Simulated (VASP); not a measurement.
The system is Ga3Sb2As.

```
CELL_PARAMETERS angstrom
-2.01918 2.01918 8.56668
2.01918 -2.01918 8.56668
2.01918 2.01918 -8.56668
ATOMIC_POSITIONS crystal
Ga 0.00000 0.00000 0.00000
Ga 0.66667 0.66667 0.00000
Ga 0.33333 0.33333 0.00000
Sb 0.58333 0.08333 0.50000
Sb 0.91667 0.41667 0.50000
As 0.25000 0.75000 0.50000
```

```yaml
Program: VASP 6.6.1
Task: relaxation of cell and atoms
Functional: PBE
Potentials_or_basis: VASP PAW PBE potentials, release 64 (Ga_d, Sb, As)
Cutoff: 600 eV
k_mesh: 6 × 6 × 6
Occupations: gaussian, width 0.1 eV
Spin: no spin polarisation
```

At the start: pressure 14.3 GPa; volume 23.28 Å³/atom.

Question: Where does the relaxation end?

Answer: Over 6 steps the energy falls by 204.2 meV/atom and the volume is 27.95 Å³/atom (+20.1 %); space group I-4m2 (No. 119, to 0.1 Å) before and after.

The path:
| step | energy change (eV) | largest force (eV/Å) | pressure (GPa) | volume (Å³) |
| --- | --- | --- | --- | --- |
| 1 | 0.0000 | 1.6125 | 14.28 | 139.71 |
| 2 | -0.9482 | 0.2782 | -3.90 | 186.00 |
| 3 | -1.1693 | 0.4973 | -0.28 | 168.89 |
| 4 | -1.1955 | 0.3298 | -0.08 | 168.24 |
| 5 | -1.2219 | 0.1797 | 0.20 | 166.71 |
| 6 | -1.2254 | 0.0321 | -0.04 | 167.72 |

Final structure:
```xyz
6
Lattice="-2.1500 2.1500 9.0711 2.1500 -2.1500 9.0711 2.1500 2.1500 -9.0711" Properties=species:S:1:pos:R:3 pbc="T T T"
Ga   -2.1500    2.1500    9.0711
Ga    0.0000    0.0000   12.2279
Ga    2.1500    2.1500   -3.1568
Sb    0.0000    2.1500    1.5740
Sb    0.0000    2.1500    7.4972
As    2.1500    0.0000    4.5356
```

Caveat: the volume moved by over 15 % at a fixed basis, so the end points are rough.
